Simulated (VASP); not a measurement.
Runs of VASP 6.6.1 on AlNi3. The structure is that of space group Pm-3m (No. 221), or close to it. The cells are those of the table. 

```tsv
cell	gap on the mesh (eV)	pressure (GPa)	moment (μB)
a = 3.454 Å, 4 atoms	none	(b)	0.85
a = 3.595 Å, 4 atoms	none	-10.2	0.91
a = 3.491 Å, 4 atoms	none	6.7	0.86
a = 3.561 Å, 4 atoms	none	(a)	0.90
```

Alike in all rows: task single point; level r2SCAN; potentials or basis VASP PAW PBE potentials, release 64 (Al, Ni); spin collinear, ferromagnetic start; k mesh 12 × 12 × 12; cutoff (eV) 520; smearing gaussian 0.1 eV.

Question: Estimate the missing entries.

Answer: (a) -5.5; (b) 14.4.

Caveats: the PAW data sets were made with another functional, which shifts forces and pressure a little; the cell stands under pressure (at least some runs); the cell stands under tension (at least some runs).

A gap of «none» marks levels without a gap at the run's occupations.
